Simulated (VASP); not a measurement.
Wanted: the native input for a VASP 6.6.1 run.

| Item | Value |
| --- | --- |
| Task | single point |
| Functional | PBE |
| Dispersion | D3(BJ) |
| Potentials or basis | VASP PAW PBE potentials, release 64 (Cu) |
| Cutoff | 600 eV |
| k mesh | 6 × 6 × 4 |
| Occupations | gaussian, width 0.1 eV |
| Spin | no spin polarisation |
| Dipole correction | no |
| Further INCAR settings | ALGO = Normal; EDIFF = 1e-06; NBANDS = 18 |

The structure of Cu lies in POSCAR:

```
Cu
1.0
    2.5340966698      0.0000000000      0.0000000000
   -1.2670483349      2.1945920917      0.0000000000
    0.0000000000      0.0000000000      4.1125710000
Cu
2
Direct
    0.3333333333      0.6666666667      0.2500000000
    0.6666666667      0.3333333333      0.7500000000
```

These files were run (other wordings do the same):

INCAR

```
ALGO     = Normal         # electronic algorithm
EDIFF    = 1E-6           # SCF threshold, eV
ENCUT    = 600            # plane-wave cutoff, eV
GGA      = PE             # functional
GGA_COMPAT= False        
ISIF     = 2              # what is computed and relaxed
ISMEAR   = 0              # smearing method
IVDW     = 12             # dispersion correction
LASPH    = True           # aspherical terms in the spheres
LCHARG   = False          # write CHGCAR
LREAL    = False          # projectors in reciprocal space
LWAVE    = False          # write WAVECAR
NBANDS   = 18             # bands
NELM     = 120            # most SCF steps
PREC     = Accurate       # precision mode
SIGMA    = 0.1            # smearing width, eV
```

KPOINTS

```
k-points
0
Gamma
  6 6 4
```

Potentials or basis: VASP PAW PBE potentials, release 64 (Cu).

Launch:

```sh
$ cat potpaw_PBE.64/Cu/POTCAR > POTCAR
$ mpirun -np 1 vasp_std > vasp.out
```

Results of the run:

| Property | Result |
| --- | --- |
| Pressure | -0.6 GPa |
| Band gap on the k mesh | zero (band 11 reaches 12.08 eV, above the bottom of band 12 at 5.99 eV) |
| Dispersion energy per atom | -0.603 eV |

Caveat: the k points lie up to 0.48 Å⁻¹ apart; pairwise dispersion overbinds metals, which lowers pressure and volume.

Wall time 7.5 s on 1 thread of AMD EPYC 7R43 64-Core Processor (Zen 3), with other jobs on the host, peak memory 0.11 GiB.
